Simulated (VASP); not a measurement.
TaBe2P3:

```
Ta Be P
1.0
     3.27869    0.00000    0.00000
    -1.63935    2.83943    0.00000
     0.00000    0.00000    8.03645
Ta Be P
1 2 3
Cartesian
  0.0000 0.0000 4.0182
  0.0000 1.8930 6.9272
  1.6393 0.9465 1.1093
  1.6393 0.9465 5.8179
  0.0000 0.0000 0.0000
  0.0000 1.8930 2.2185
```

- Program: VASP 6.6.1
- Task: relaxation of cell and atoms
- Functional: PBE
- Potentials or basis: VASP PAW PBE potentials, release 64 (Ta_pv, Be, P)
- Cutoff: 600 eV
- k mesh: 6 × 6 × 2
- Occupations: gaussian, width 0.1 eV
- Spin: no spin polarisation

At the start: pressure 10.9 GPa; volume 12.47 Å³/atom.

**Question.** Where does the relaxation end?

**Answer.** Over 13 steps the energy falls by 170.6 meV/atom and the volume is 13.88 Å³/atom (+11.3 %); space group P-3m1 (No. 164, to 0.1 Å) before and after.

The path:
```
step  energy change (eV)  largest force (eV/Å)  pressure (GPa)  volume (Å³)
   1              0.0000                2.2941           10.94        74.82
   2             -0.6537                1.7108           -4.94        84.40
   3             -0.6611                1.6606           -6.19        85.45
   4             -1.0048                0.1994           -0.48        83.36
   5             -1.0111                0.0660            0.62        83.06
   6             -1.0110                0.0866            0.80        83.01
   7             -1.0186                0.0938           -0.31        83.72
   8             -1.0193                0.0892           -0.79        84.03
   9             -1.0222                0.0901           -0.11        83.49
  10             -1.0224                0.0940           -0.25        83.60
  11             -1.0235                0.0708            0.02        83.34
  12             -1.0238                0.0521            0.23        83.13
  13             -1.0239                0.0399           -0.23        83.29
```

Final structure:
```cif
data_structure
_symmetry_space_group_name_H-M 'P 1'
_symmetry_Int_Tables_number 1
_cell_length_a 3.2960
_cell_length_b 3.2960
_cell_length_c 8.8532
_cell_angle_alpha 90.000
_cell_angle_beta 90.000
_cell_angle_gamma 120.000
_cell_volume 83.29
loop_
_atom_site_label
_atom_site_type_symbol
_atom_site_fract_x
_atom_site_fract_y
_atom_site_fract_z
_atom_site_occupancy
Ta1 Ta 0.00000 0.00000 0.50000 1
Be1 Be 0.33333 0.66667 0.85894 1
Be2 Be 0.66667 0.33333 0.14106 1
P1 P 0.66667 0.33333 0.69144 1
P2 P 0.00000 0.00000 0.00000 1
P3 P 0.33333 0.66667 0.30856 1
```

Caveat: the k points lie up to 0.37 Å⁻¹ apart in the final cell, too coarse for converged energies and pressures of a metal.
